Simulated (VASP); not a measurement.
# LiH (Fm-3m) in VASP: further runs

Runs on LiH. Level: PBE+D3(BJ). Tasks: single point, relaxation of cell and atoms.

Program: VASP 6.6.1. These are calculated values, not measurements. Logs are shortened: lines on timing, memory, paths and dates and some standing lists are left out, and cuts for length are marked.

### 1 The cell of the first run

It takes space group Fm-3m (No. 225, cubic). The conventional cell has a = 3.880 Å, b = 3.880 Å, c = 3.880 Å, α = 90.00°, β = 90.00°, γ = 90.00°. Within 2.6 Å of Li (site symmetry m-3m) lie 6 H at 1.94 Å. Within 2.6 Å of H (site symmetry m-3m) lie 6 Li at 1.94 Å.

### 2 Single point, PBE+D3(BJ)

INCAR

```
SYSTEM = LiH
  PREC = Accurate
  ENCUT = 750
  EDIFF = 1E-6
  ISMEAR = 0
  SIGMA = 0.02
  LREAL = .FALSE.
  LASPH = .TRUE.
  NELM = 120
  ALGO = Normal
  ISIF = 2
  LWAVE = .FALSE.
  LCHARG = .FALSE.
  GGA = PE
  IVDW = 12
  NBANDS = 9
  GGA_COMPAT = .FALSE.
```

KPOINTS

```
regular mesh
0
G
  10 10 10
  0 0 0
```

POSCAR

```
LiH
1.0
    0.0000000000      1.9398575118      1.9398575118
    1.9398575118      0.0000000000      1.9398575118
    1.9398575118      1.9398575118      0.0000000000
Li H
1 1
Direct
    0.0000000000      0.0000000000      0.0000000000
    0.5000000000      0.5000000000      0.5000000000
```

Potentials or basis: VASP PAW PBE potentials, release 64 (Li_sv, H).

Started as:

```sh
> cat potpaw_PBE.64/Li_sv/POTCAR potpaw_PBE.64/H/POTCAR > POTCAR
> mpirun -np 1 vasp_std > vasp.out
```

OUTCAR:

```text
SYSTEM = LiH
   PREC = Accurate
   ENCUT = 750
   EDIFF = 1E-6
   ISMEAR = 0
   LREAL = .FALSE.
   LASPH = .TRUE.
   NELM = 120
   ISIF = 2
   GGA = PE
   IVDW = 12
 IVDW          = 12

 ion  position               nearest neighbor table
   1  0.000  0.000  0.000-
   2  0.500  0.500  0.500-

  LATTYP: Found a face centered cubic cell.
 ALAT       =     3.8797150236

  Lattice vectors:

 A1 = (   0.0000000000,   1.9398575118,   1.9398575118)
 A2 = (   1.9398575118,   0.0000000000,   1.9398575118)
 A3 = (   1.9398575118,   1.9398575118,   0.0000000000)

Analysis of symmetry for initial positions (statically):
=====================================================================
 Subroutine PRICEL returns:
 Original cell was already a primitive cell.

 Routine SETGRP: Setting up the symmetry group for a
 face centered cubic supercell.

 Subroutine GETGRP returns: Found 48 space group operations
 (whereof 48 operations were pure point group operations)
 out of a pool of 48 trial point group operations.

The static configuration has the point symmetry O_h .

Analysis of symmetry for dynamics (positions and initial velocities):
=====================================================================
 Subroutine PRICEL returns:
 Original cell was already a primitive cell.

 Routine SETGRP: Setting up the symmetry group for a
 face centered cubic supercell.

 Subroutine GETGRP returns: Found 48 space group operations
 (whereof 48 operations were pure point group operations)
 out of a pool of 48 trial point group operations.

The dynamic configuration has the point symmetry O_h .

 Subroutine INISYM returns: Found 48 space group operations
 (whereof 48 operations are pure point group operations),
 and found     1 'primitive' translations

----------------------------------------------------------------------------------------

                                     Primitive cell

  volume of cell :      14.5996

  direct lattice vectors                    reciprocal lattice vectors
     0.000000000  1.939857512  1.939857512    -0.257750890  0.257750890  0.257750890
     1.939857512  0.000000000  1.939857512     0.257750890 -0.257750890  0.257750890
     1.939857512  1.939857512  0.000000000     0.257750890  0.257750890 -0.257750890

  length of vectors
     2.743372802  2.743372802  2.743372802     0.446437637  0.446437637  0.446437637

  position of ions in fractional coordinates (direct lattice)
     0.000000000  0.000000000  0.000000000
     0.500000000  0.500000000  0.500000000

  ion indices of the primitive-cell ions
   primitive index   ion index
                 1           1
                 2           2

----------------------------------------------------------------------------------------

 KPOINTS: regular mesh

Automatic generation of k-mesh.
 Grid dimensions read from file:
 generate k-points for:   10   10   10

 Generating k-lattice:

  Cartesian coordinates                     Fractional coordinates (reciprocal lattice)
    -0.025775089  0.025775089  0.025775089     0.100000000  0.000000000  0.000000000
     0.025775089 -0.025775089  0.025775089     0.000000000  0.100000000  0.000000000
     0.025775089  0.025775089 -0.025775089     0.000000000  0.000000000  0.100000000

  Length of vectors
     0.044643764  0.044643764  0.044643764

  Shift w.r.t. Gamma in fractional coordinates (k-lattice)
     0.000000000  0.000000000  0.000000000

 Subroutine IBZKPT returns following result:
 ===========================================

 Found     47 irreducible k-points:

 Following reciprocal coordinates:
            Coordinates               Weight
  0.000000  0.000000  0.000000      1.000000
  0.100000  0.000000  0.000000      8.000000
  0.200000  0.000000  0.000000      8.000000
  0.300000  0.000000  0.000000      8.000000
  0.400000  0.000000  0.000000      8.000000
  0.500000  0.000000  0.000000      4.000000
[... 16 lines left out ...]
  0.300000  0.300000  0.000000      6.000000
  0.400000  0.300000  0.000000     24.000000
 [... further k-points ...]
   k-points           NKPTS =     47   k-points in BZ     NKDIM =     47   number of bands    NBANDS=      9
   number of dos      NEDOS =    301   number of ions     NIONS =      2
   total plane-waves  NPLWV =  21952
   dimension x,y,z NGX =    28 NGY =   28 NGZ =   28
   dimension x,y,z NGXF=    56 NGYF=   56 NGZF=   56
   ions per type =               1   1
   NGX,Y,Z   is equivalent  to a cutoff of  16.97, 16.97, 16.97 a.u.
   NGXF,Y,Z  is equivalent  to a cutoff of  33.94, 33.94, 33.94 a.u.
 SYSTEM =  LiH
   PREC   = accura    normal or accurate (medium, high low for compatibility)
   ISTART =      0    job   : 0-new  1-cont  2-samecut
   ICHARG =      2    charge: 1-file 2-atom 10-const
   ISPIN  =      1    spin polarized calculation?
   LNONCOLLINEAR =      F non collinear calculations
   LSORBIT =      F    spin-orbit coupling
   LASPH  =      T    aspherical Exc in radial PAW
   ENCUT  =  750.0 eV  55.12 Ry    7.42 a.u.   6.13  6.13  6.13*2*pi/ulx,y,z
   NELM   =    120;   NELMIN=  2; NELMDL= -5     # of ELM steps
   EDIFF  = 0.1E-05   stopping-criterion for ELM
   LREAL  =      F    real-space projection
   EDIFFG = 0.1E-04   stopping-criterion for IOM
   NSW    =      0    number of steps for IOM
   IBRION =     -1    ionic relax: 0-MD 1-quasi-New 2-CG
   NFREE  =      0    steps in history (QN), initial steepest desc. (CG)
   ISIF   =      2    stress and relaxation
   ISYM   =      2    0-nonsym 1-usesym 2-fastsym
   POTIM  = 0.5000    time-step for ionic-motion
   TEBEG  =    0.0;   TEEND  =   0.0 temperature during run
   PSTRESS=    0.0 pullay stress
   NELECT =       4.0000    total number of electrons
   NUPDOWN=      -1.0000    fix difference up-down
   EMIN   =  10.00;   EMAX   =-10.00  energy-range for DOS
   EFERMI =   0.00;   METHOD = LEGACY
   ISMEAR =     0;   SIGMA  =   0.02  broadening in eV -4-tet -1-fermi 0-gaus
   EFERMI_NEDOS =   21; number of points for ismear=-14 and -15
   IALGO  =     38    algorithm
   IMIX   =      4    mixing-type and parameters
     AMIX     =   0.40;   BMIX     =  1.00
     AMIX_MAG =   1.60;   BMIX_MAG =  1.00
  volume/ion in A,a.u.               =       7.30        49.26
  Fermi-wavevector in a.u.,A,eV,Ry     =   1.063282  2.009311 15.382311  1.130568
  Thomas-Fermi vector in A             =   2.198761
   LORBIT       =      0    0 simple, 1 ext, 2 COOP (PROOUT), +10 PAW based schemes
   GGA     = PE    functional components
   LHFCALC =     F    Hartree Fock is set to
   AEXX    =    0.0000 exact exchange contribution
   IVDW    =    12    specifies the selected vdW correction
   LEPSILON=     F    determine dielectric tensor
   LRPA    =     F    only Hartree local field effects (RPA)
 non-spin polarized calculation
 Gauss-broadening in eV      SIGMA  =   0.02
  energy-cutoff  :      750.00
  volume of cell :       14.60
 maximum number of plane-waves:       701
 NGX is ok and might be reduce to    28
   NGX = 13   NGY = 13   NGZ = 13

 number of electron       3.9999998 magnetization

 Free energy of the ion-electron system (eV)
  ---------------------------------------------------
  ext. energy  EPLUGINS =         0.00000000
  ---------------------------------------------------
  free energy    TOTEN  =        -6.10950237 eV

  energy without entropy =       -6.10950237  energy(sigma->0) =       -6.10950237

 E-fermi :   0.8589     XC(G=0):  -8.8337

 val. band max:        0.5693651515   @ k =   0.5000   0.5000   0.0000
 cond. band min:       3.4702776617   @ k =   0.5000   0.5000   0.0000
 fundamental gap:      2.9009125102
 Fermi energy:         0.8589117600

 k-point     1 :       0.0000    0.0000    0.0000
  band No.  band energies     occupation
      1     -43.6377      2.00000
      2      -5.2488      2.00000
      3      17.9578      0.00000
      4      19.4904      0.00000
      5      19.4904      0.00000
      6      19.4904      0.00000
      7      24.3917      0.00000
      8      24.3917      0.00000
      9      24.3917      0.00000

 k-point     2 :       0.1000    0.0000    0.0000
  band No.  band energies     occupation
      1     -43.6313      2.00000
      2      -5.0662      2.00000
      3      16.1911      0.00000
      4      18.5507      0.00000
      5      19.0623      0.00000
      6      19.0623      0.00000
      7      23.8127      0.00000
      8      25.3072      0.00000
      9      25.3072      0.00000

 k-point     3 :       0.2000    0.0000    0.0000
  band No.  band energies     occupation
      1     -43.6146      2.00000
      2      -4.5327      2.00000
      3      12.5998      0.00000
      4      17.2379      0.00000
      5      18.3802      0.00000
      6      18.3802      0.00000
      7      24.7580      0.00000
      8      25.1211      0.00000
      9      25.1211      0.00000

 k-point     4 :       0.3000    0.0000    0.0000
  band No.  band energies     occupation
      1     -43.5939      2.00000
      2      -3.7101      2.00000
      3       9.2247      0.00000
      4      16.1061      0.00000
      5      17.9719      0.00000
      6      17.9719      0.00000
      7      22.9032      0.00000
      8      22.9032      0.00000
      9      26.4654      0.00000
[... 205 lines left out ...]
 k-point    22 :      -0.2000    0.2000    0.0000
  band No.  band energies     occupation
      1     -43.5870      2.00000
      2      -3.3529      2.00000
      3      10.4724      0.00000
      4      10.8669      0.00000
      5      17.5875      0.00000
      6      18.5399      0.00000
      7      23.6108      0.00000
      8      25.8473      0.00000
      9      27.5846      0.00000

 k-point    23 :       0.3000    0.3000    0.0000
  band No.  band energies     occupation
      1     -43.5803      2.00000
      2      -2.9225      2.00000
      3       9.6095      0.00000
      4      13.4027      0.00000
      5      13.4027      0.00000
      6      16.7564      0.00000
      7      19.2914      0.00000
      8      30.9552      0.00000
      9      33.4885      0.00000

 k-point    24 :       0.4000    0.3000    0.0000
  band No.  band energies     occupation
      1     -43.5674      2.00000
      2      -1.9778      2.00000
      3       7.5505      0.00000
      4      11.5158      0.00000
      5      12.9308      0.00000
      6      17.6704      0.00000
      7      19.3650      0.00000
      8      32.0363      0.00000
      9      32.4154      0.00000

 [... further k-points ...]

------------------------ aborting loop because EDIFF is reached ----------------------------------------

 Edisp (eV)   -0.36719

 E8    (eV) :    -0.1348

  FORCE on cell =-STRESS in cart. coord.  units (eV):
  Direction    XX          YY          ZZ          XY          YZ          ZX
  --------------------------------------------------------------------------------------
  -------------------------------------------------------------------------------------
  Total      -0.02595    -0.02595    -0.02595     0.00000     0.00000     0.00000
  in kB      -2.84800    -2.84800    -2.84800     0.00000     0.00000     0.00000
  external pressure =       -2.85 kB  Pullay stress =        0.00 kB

 VOLUME and BASIS-vectors are now :
 -----------------------------------------------------------------------------
  energy-cutoff  :      750.00
  volume of cell :       14.60
      direct lattice vectors                 reciprocal lattice vectors
     0.000000000  1.939857512  1.939857512    -0.257750890  0.257750890  0.257750890
     1.939857512  0.000000000  1.939857512     0.257750890 -0.257750890  0.257750890
     1.939857512  1.939857512  0.000000000     0.257750890  0.257750890 -0.257750890

 POSITION                                       TOTAL-FORCE (eV/Angst)
 -----------------------------------------------------------------------------------
      0.00000      0.00000      0.00000         0.000000     -0.000000      0.000000
      1.93986      1.93986      1.93986        -0.000000      0.000000     -0.000000
 -----------------------------------------------------------------------------------
    total drift:                                0.000000      0.000000      0.000000

  FREE ENERGIE OF THE ION-ELECTRON SYSTEM (eV)
  ---------------------------------------------------
  free  energy   TOTEN  =        -6.4766962970 eV

  energy  without entropy=       -6.4766962970  energy(sigma->0) =       -6.47669630
```

Wall time 15 s (1 thread of Intel Xeon 8259CL, shared host); peak memory 0.16 GiB.

Results:

- Free energy: -6.4767 eV
- Pressure: -0.3 GPa
- Band gap on the k mesh: 2.90 eV
- Dispersion energy per atom: -0.184 eV

[end of part 1 of 2]
